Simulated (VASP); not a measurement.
BaMoC2: relaxation of cell and atoms with PBE

BaMoC2:

```
CELL_PARAMETERS angstrom
3.35571 0.00000 0.00000
0.00000 3.35571 0.00000
0.00000 0.00000 7.17706
ATOMIC_POSITIONS crystal
Ba 0.50000 0.50000 0.00000
Mo 0.50000 0.50000 0.50000
C 0.00000 0.50000 0.50000
C 0.50000 0.00000 0.50000
```

The cell was generated, and may not be a known phase.

```yaml
Program: VASP 6.6.1
Task: relaxation of cell and atoms
Functional: PBE
Potentials_or_basis: VASP PAW PBE potentials, release 64 (Ba_sv, Mo_sv, C)
Cutoff: 600 eV
k_mesh: 6 × 6 × 4
Occupations: gaussian, width 0.1 eV
Spin: no spin polarisation
Dipole_correction: no
Further_INCAR_settings: ALGO = Normal; EDIFF = 1e-07; IBRION = 2; EDIFFG = -0.04; NSW = 90; ISIF = 3
```

```json
{
  "Relaxed volume": "24.29 Å³/atom",
  "Relaxed cell": "a = 4.104 Å, b = 4.104 Å, c = 5.768 Å, α = 90.00°, β = 90.00°, γ = 90.00°",
  "Space group after relaxing (to 0.1 Å)": "P4/mmm (No. 123)",
  "Energy gained by relaxing": "1839.1 meV/atom",
  "Ionic steps": "14",
  "Pressure after relaxing": "0.0 GPa",
  "Band gap on the k mesh": "zero (bands 16 and 17 overlap by 1.29 eV)"
}
```

The path:
| step | energy change (eV) | largest force (eV/Å) | pressure (GPa) | volume (Å³) |
| --- | --- | --- | --- | --- |
| 1 | 0.0000 | 0.0000 | 50.31 | 80.82 |
| 2 | -2.2190 | 0.0000 | -13.94 | 170.85 |
| 3 | -6.5459 | 0.0000 | -4.71 | 119.24 |
| 4 | -6.5803 | 0.0000 | -3.04 | 116.70 |
| 5 | -6.5834 | 0.0000 | -2.35 | 115.69 |
| 6 | -6.8339 | 0.0000 | -2.08 | 110.12 |
| 7 | -7.3116 | 0.0000 | 3.28 | 93.11 |
| 8 | -7.2816 | 0.0000 | -0.10 | 99.16 |
| 9 | -7.3380 | 0.0000 | 1.27 | 96.10 |
| 10 | -7.3413 | 0.0000 | 1.66 | 95.42 |
| 11 | -7.3157 | 0.0000 | -1.56 | 98.62 |
| 12 | -7.3556 | 0.0000 | 0.36 | 96.63 |
| 13 | -7.3562 | 0.0000 | -0.16 | 97.41 |
| 14 | -7.3565 | 0.0000 | 0.02 | 97.15 |

Final structure:
```cif
data_structure
_symmetry_space_group_name_H-M 'P 1'
_symmetry_Int_Tables_number 1
_cell_length_a 4.1039
_cell_length_b 4.1039
_cell_length_c 5.7680
_cell_angle_alpha 90.000
_cell_angle_beta 90.000
_cell_angle_gamma 90.000
_cell_volume 97.15
loop_
_atom_site_label
_atom_site_type_symbol
_atom_site_fract_x
_atom_site_fract_y
_atom_site_fract_z
_atom_site_occupancy
Ba1 Ba 0.50000 0.50000 0.00000 1
Mo1 Mo 0.50000 0.50000 0.50000 1
C1 C 0.00000 0.50000 0.50000 1
C2 C 0.50000 0.00000 0.50000 1
```

Levels at points of the mesh, in eV from the Fermi level:
```
           k point  band 12  band 13  band 14  band 15  band 16  band 17  band 18  band 19  band 20
(0.00, 0.00, 0.00)    -1.63    -1.08    -1.08    -0.78    -0.78    -0.63     0.10     0.16     0.73
(0.50, 0.00, 0.00)    -3.63    -2.41    -1.50    -0.76    -0.67    -0.29     0.11     0.70     3.10
(0.50, 0.50, 0.00)    -4.43    -4.25    -3.44    -3.44    -1.37     0.33     2.65     4.04     4.04
(0.00, 0.00, 0.50)    -1.25    -1.25    -0.76    -0.09    -0.09     0.12     0.38     1.07     1.58
(0.50, 0.00, 0.50)    -2.95    -2.38    -1.68    -0.30    -0.11    -0.01     1.32     1.39     2.09
(0.50, 0.50, 0.50)    -4.36    -4.23    -2.79    -2.79    -0.09     1.70     2.32     2.32     2.81
```

It took 8.8 min on 1 thread of Intel(R) Xeon(R) Platinum 8488C (Sapphire Rapids) (shared host), peak memory 0.25 GiB.

Caveat: the volume moved by over 15 % at a fixed basis, so the end points are rough; spin-orbit coupling is left out, which moves the levels of the heavy elements.
